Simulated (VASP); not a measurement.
# ScRu3 (Pm-3m) in VASP: settings compared

The runs below take ScRu3 through single point, with PBE, LDA.

Program: VASP 6.6.1. These are calculated values, not measurements. Logs are shortened: lines on timing, memory, paths and dates and some standing lists are left out, and cuts for length are marked.

## Step 1: The cell of the first run

The structure is cubic, space group Pm-3m (No. 221). Conventional cell: a = 3.938 Å, b = 3.938 Å, c = 3.938 Å, α = 90.00°, β = 90.00°, γ = 90.00°. Ru (site symmetry 4/mmm) has 8 Ru at 2.78 Å and 4 Sc at 2.78 Å within 3.7 Å. Sc (site symmetry m-3m) has 12 Ru at 2.78 Å within 3.7 Å.

## Step 2: Single point, PBE

INCAR

```
PREC = Accurate
ENCUT = 520
EDIFF = 1E-7
ISMEAR = -1
SIGMA = 0.05
LREAL = False
LASPH = True
NELM = 60
ALGO = Fast
ISIF = 2
LWAVE = False
LCHARG = False
GGA = PE
NBANDS = 34
```

KPOINTS

```
Automatic mesh
0
Gamma
  7 7 7
```

POSCAR

```
ScRu3
1.0
    3.9384370000      0.0000000000      0.0000000000
    0.0000000000      3.9384370000      0.0000000000
    0.0000000000      0.0000000000      3.9384370000
Ru Sc
3 1
Direct
    0.5000000000      0.5000000000      0.0000000000
    0.5000000000      0.0000000000      0.5000000000
    0.0000000000      0.5000000000      0.5000000000
    0.0000000000      0.0000000000      0.0000000000
```

Potentials or basis: VASP PAW PBE potentials, release 64 (Ru_pv, Sc_sv).

On the command line:

```
cat potpaw_PBE.64/Ru_pv/POTCAR potpaw_PBE.64/Sc_sv/POTCAR > POTCAR
mpirun -np 1 vasp_std > vasp.out
```

OUTCAR:

```text
PREC = Accurate
   ENCUT = 520
   EDIFF = 1E-7
   ISMEAR = -1
   LREAL = False
   LASPH = True
   NELM = 60
   ISIF = 2
   GGA = PE

 ion  position               nearest neighbor table
   1  0.500  0.500  0.000-   2 2.78   3 2.78   4 2.78   2 2.78   3 2.78   2 2.78   4 2.78   2 2.78
                             3 2.78   4 2.78   3 2.78   4 2.78
   2  0.500  0.000  0.500-   1 2.78   3 2.78   4 2.78   1 2.78   4 2.78   1 2.78   3 2.78   1 2.78
                             3 2.78   4 2.78   4 2.78   3 2.78
   3  0.000  0.500  0.500-   1 2.78   2 2.78   4 2.78   1 2.78   4 2.78   2 2.78   4 2.78   4 2.78
                             1 2.78   2 2.78   1 2.78   2 2.78
   4  0.000  0.000  0.000-   1 2.78   2 2.78   3 2.78   2 2.78   3 2.78   1 2.78   3 2.78   3 2.78
                             1 2.78   2 2.78   2 2.78   1 2.78

  LATTYP: Found a simple cubic cell.
 ALAT       =     3.9384370000

  Lattice vectors:

 A1 = (   3.9384370000,   0.0000000000,   0.0000000000)
 A2 = (   0.0000000000,   3.9384370000,   0.0000000000)
 A3 = (   0.0000000000,   0.0000000000,   3.9384370000)

Analysis of symmetry for initial positions (statically):
=====================================================================
 Subroutine PRICEL returns:
 Original cell was already a primitive cell.

 Routine SETGRP: Setting up the symmetry group for a
 simple cubic supercell.

 Subroutine GETGRP returns: Found 48 space group operations
 (whereof 48 operations were pure point group operations)
 out of a pool of 48 trial point group operations.

The static configuration has the point symmetry O_h .

Analysis of symmetry for dynamics (positions and initial velocities):
=====================================================================
 Subroutine PRICEL returns:
 Original cell was already a primitive cell.

 Routine SETGRP: Setting up the symmetry group for a
 simple cubic supercell.

 Subroutine GETGRP returns: Found 48 space group operations
 (whereof 48 operations were pure point group operations)
 out of a pool of 48 trial point group operations.

The dynamic configuration has the point symmetry O_h .

 Subroutine INISYM returns: Found 48 space group operations
 (whereof 48 operations are pure point group operations),
 and found     1 'primitive' translations

----------------------------------------------------------------------------------------

                                     Primitive cell

  volume of cell :      61.0902

  direct lattice vectors                    reciprocal lattice vectors
     3.938437000  0.000000000  0.000000000     0.253907832  0.000000000  0.000000000
     0.000000000  3.938437000  0.000000000     0.000000000  0.253907832  0.000000000
     0.000000000  0.000000000  3.938437000     0.000000000  0.000000000  0.253907832

  length of vectors
     3.938437000  3.938437000  3.938437000     0.253907832  0.253907832  0.253907832

  position of ions in fractional coordinates (direct lattice)
     0.500000000  0.500000000  0.000000000
     0.500000000  0.000000000  0.500000000
     0.000000000  0.500000000  0.500000000
     0.000000000  0.000000000  0.000000000

  ion indices of the primitive-cell ions
   primitive index   ion index
                 1           1
                 2           2
                 3           3
                 4           4

----------------------------------------------------------------------------------------

 KPOINTS: Automatic mesh

Automatic generation of k-mesh.
 Grid dimensions read from file:
 generate k-points for:    7    7    7

 Generating k-lattice:

  Cartesian coordinates                     Fractional coordinates (reciprocal lattice)
     0.036272547  0.000000000  0.000000000     0.142857143  0.000000000  0.000000000
     0.000000000  0.036272547  0.000000000     0.000000000  0.142857143  0.000000000
     0.000000000  0.000000000  0.036272547     0.000000000  0.000000000  0.142857143

  Length of vectors
     0.036272547  0.036272547  0.036272547

  Shift w.r.t. Gamma in fractional coordinates (k-lattice)
     0.000000000  0.000000000  0.000000000

 Subroutine IBZKPT returns following result:
 ===========================================

 Found     20 irreducible k-points:

 Following reciprocal coordinates:
            Coordinates               Weight
  0.000000  0.000000  0.000000      1.000000
  0.142857  0.000000  0.000000      6.000000
  0.285714  0.000000  0.000000      6.000000
  0.428571  0.000000  0.000000      6.000000
  0.142857  0.142857  0.000000     12.000000
  0.285714  0.142857  0.000000     24.000000
[... 12 lines left out ...]
  0.428571  0.428571  0.285714     24.000000
  0.428571  0.428571  0.428571      8.000000
   k-points           NKPTS =     20   k-points in BZ     NKDIM =     20   number of bands    NBANDS=     34
   number of dos      NEDOS =    301   number of ions     NIONS =      4
   total plane-waves  NPLWV =  27000
   dimension x,y,z NGX =    30 NGY =   30 NGZ =   30
   dimension x,y,z NGXF=    60 NGYF=   60 NGZF=   60
   ions per type =               3   1
   NGX,Y,Z   is equivalent  to a cutoff of  12.66, 12.66, 12.66 a.u.
   NGXF,Y,Z  is equivalent  to a cutoff of  25.33, 25.33, 25.33 a.u.
 SYSTEM =  unknown system
   PREC   = accura    normal or accurate (medium, high low for compatibility)
   ISTART =      0    job   : 0-new  1-cont  2-samecut
   ICHARG =      2    charge: 1-file 2-atom 10-const
   ISPIN  =      1    spin polarized calculation?
   LNONCOLLINEAR =      F non collinear calculations
   LSORBIT =      F    spin-orbit coupling
   LASPH  =      T    aspherical Exc in radial PAW
   ENCUT  =  520.0 eV  38.22 Ry    6.18 a.u.   7.32  7.32  7.32*2*pi/ulx,y,z
   NELM   =     60;   NELMIN=  2; NELMDL= -5     # of ELM steps
   EDIFF  = 0.1E-06   stopping-criterion for ELM
   LREAL  =      F    real-space projection
   EDIFFG = 0.1E-05   stopping-criterion for IOM
   NSW    =      0    number of steps for IOM
   IBRION =     -1    ionic relax: 0-MD 1-quasi-New 2-CG
   NFREE  =      0    steps in history (QN), initial steepest desc. (CG)
   ISIF   =      2    stress and relaxation
   ISYM   =      2    0-nonsym 1-usesym 2-fastsym
   POTIM  = 0.5000    time-step for ionic-motion
   TEBEG  =    0.0;   TEEND  =   0.0 temperature during run
   PSTRESS=    0.0 pullay stress
   NELECT =      53.0000    total number of electrons
   NUPDOWN=      -1.0000    fix difference up-down
   EMIN   =  10.00;   EMAX   =-10.00  energy-range for DOS
   EFERMI =   0.00;   METHOD = LEGACY
   ISMEAR =    -1;   SIGMA  =   0.05  broadening in eV -4-tet -1-fermi 0-gaus
   EFERMI_NEDOS =   21; number of points for ismear=-14 and -15
   IALGO  =     68    algorithm
   IMIX   =      4    mixing-type and parameters
     AMIX     =   0.40;   BMIX     =  1.00
     AMIX_MAG =   1.60;   BMIX_MAG =  1.00
  volume/ion in A,a.u.               =      15.27       103.06
  Fermi-wavevector in a.u.,A,eV,Ry     =   1.561383  2.950587 33.169889  2.437918
  Thomas-Fermi vector in A             =   2.664457
   LORBIT       =      0    0 simple, 1 ext, 2 COOP (PROOUT), +10 PAW based schemes
   GGA     = PE    functional components
   LHFCALC =     F    Hartree Fock is set to
   AEXX    =    0.0000 exact exchange contribution
   IVDW    =     0    specifies the selected vdW correction
   LEPSILON=     F    determine dielectric tensor
   LRPA    =     F    only Hartree local field effects (RPA)
 non-spin polarized calculation
 RMM-DIIS sequential band-by-band and
  energy-cutoff  :      520.00
  volume of cell :       61.09
 maximum number of plane-waves:      1663
 NGX is ok and might be reduce to    30
   NGX = 15   NGY = 15   NGZ = 15

 number of electron      52.9999966 magnetization

 Free energy of the ion-electron system (eV)
  ---------------------------------------------------
  ext. energy  EPLUGINS =         0.00000000
  ---------------------------------------------------
  free energy    TOTEN  =       -34.02912912 eV

  energy without entropy =      -33.95633599  energy(sigma->0) =      -33.99273255

 E-fermi :   9.5431     XC(G=0): -13.0142

 val. band max:        9.5310087927   @ k =   0.2857   0.2857   0.2857
 cond. band min:       9.5473763647   @ k =   0.4286   0.1429   0.1429
 fundamental gap:      0.0163675720
 Fermi energy:         9.5430745853

 k-point     1 :       0.0000    0.0000    0.0000
  band No.  band energies     occupation
      1     -38.6406      2.00000
      2     -32.9191      2.00000
      3     -32.9191      2.00000
      4     -32.9191      2.00000
      5     -32.5630      2.00000
      6     -32.5630      2.00000
[... 26 lines left out ...]
     33      14.0014      0.00000
     34      14.8487      0.00000

 k-point     2 :       0.1429    0.0000    0.0000
  band No.  band energies     occupation
      1     -38.6414      2.00000
      2     -32.9057      2.00000
      3     -32.9057      2.00000
      4     -32.8958      2.00000
      5     -32.5675      2.00000
      6     -32.5675      2.00000
[... 26 lines left out ...]
     33      13.8443      0.00000
     34      14.0060      0.00000

 k-point     3 :       0.2857    0.0000    0.0000
  band No.  band energies     occupation
      1     -38.6432      2.00000
      2     -32.8714      2.00000
      3     -32.8714      2.00000
      4     -32.8305      2.00000
      5     -32.5825      2.00000
      6     -32.5825      2.00000
[... 26 lines left out ...]
     33      13.5145      0.00000
     34      13.5874      0.00000

 k-point     4 :       0.4286    0.0000    0.0000
  band No.  band energies     occupation
      1     -38.6446      2.00000
      2     -32.8375      2.00000
      3     -32.8375      2.00000
      4     -32.7394      2.00000
      5     -32.6128      2.00000
      6     -32.6028      2.00000
[... 26 lines left out ...]
     33      13.1653      0.00000
     34      13.2757      0.00000

 k-point     5 :       0.1429    0.1429    0.0000
  band No.  band energies     occupation
      1     -38.6420      2.00000
      2     -32.9134      2.00000
      3     -32.8919      2.00000
      4     -32.8555      2.00000
      5     -32.5939      2.00000
      6     -32.5709      2.00000
[... 473 lines left out ...]
 k-point    18 :       0.4286    0.2857    0.2857
  band No.  band energies     occupation
      1     -38.6409      2.00000
      2     -33.0175      2.00000
      3     -32.7745      2.00000
      4     -32.7707      2.00000
      5     -32.7395      2.00000
      6     -32.6096      2.00000
[... 26 lines left out ...]
     33      13.3420      0.00000
     34      13.4072      0.00000

 k-point    19 :       0.4286    0.4286    0.2857
  band No.  band energies     occupation
      1     -38.6393      2.00000
      2     -33.0544      2.00000
      3     -32.8129      2.00000
      4     -32.7768      2.00000
      5     -32.7746      2.00000
      6     -32.5627      2.00000
[... 26 lines left out ...]
     33      13.4524      0.00000
     34      14.0945      0.00000

 k-point    20 :       0.4286    0.4286    0.4286
  band No.  band energies     occupation
      1     -38.6370      2.00000
      2     -33.1033      2.00000
      3     -32.8178      2.00000
      4     -32.8174      2.00000
      5     -32.8174      2.00000
      6     -32.5047      2.00000
[... 26 lines left out ...]
     33      13.6137      0.00000
     34      14.0186      0.00000

------------------------ aborting loop because EDIFF is reached ----------------------------------------

  FORCE on cell =-STRESS in cart. coord.  units (eV):
  Direction    XX          YY          ZZ          XY          YZ          ZX
  --------------------------------------------------------------------------------------
  -------------------------------------------------------------------------------------
  Total       -0.5729942     -0.5729942     -0.5729942      0.0000000     -0.0000000      0.0000000
  in kB      -15.0275808    -15.0275808    -15.0275808      0.0000000     -0.0000000      0.0000000
  external PRESSURE =     -15.0275808 kB  Pullay stress =       0.0000000 kB

 VOLUME and BASIS-vectors are now :
 -----------------------------------------------------------------------------
  energy-cutoff  :      520.00
  volume of cell :       61.09
      direct lattice vectors                 reciprocal lattice vectors
     3.938437000  0.000000000  0.000000000     0.253907832  0.000000000  0.000000000
     0.000000000  3.938437000  0.000000000     0.000000000  0.253907832  0.000000000
     0.000000000  0.000000000  3.938437000     0.000000000  0.000000000  0.253907832

 POSITION                                       TOTAL-FORCE (eV/Angst)
 -----------------------------------------------------------------------------------
      1.96922      1.96922      0.00000         0.000000      0.000000      0.000000
      1.96922      0.00000      1.96922         0.000000      0.000000      0.000000
      0.00000      1.96922      1.96922         0.000000      0.000000      0.000000
      0.00000      0.00000      0.00000         0.000000      0.000000      0.000000
 -----------------------------------------------------------------------------------
    total drift:                                0.000000      0.000000     -0.000000

  FREE ENERGIE OF THE ION-ELECTRON SYSTEM (eV)
  ---------------------------------------------------
  free  energy   TOTEN  =       -34.0291291181 eV

  energy  without entropy=      -33.9563359887  energy(sigma->0) =      -33.99273255
```

Run time: 32 s. Hardware: 1 thread of Intel Xeon 6975P-C (Granite Rapids), shared host; peak memory 0.18 GiB.

Results:

| Item | Value |
| --- | --- |
| Free energy | -34.0291 eV |
| Pressure | -1.5 GPa |

Levels at points of the mesh, in eV from the Fermi level:
```tsv
k point	band 22	band 23	band 24	band 25	band 26	band 27	band 28	band 29	band 30	band 31
(0.00, 0.00, 0.00)	-1.06	-1.06	0.70	0.70	1.81	2.27	2.27	2.27	3.93	3.93
```

[end of part 1 of 2]
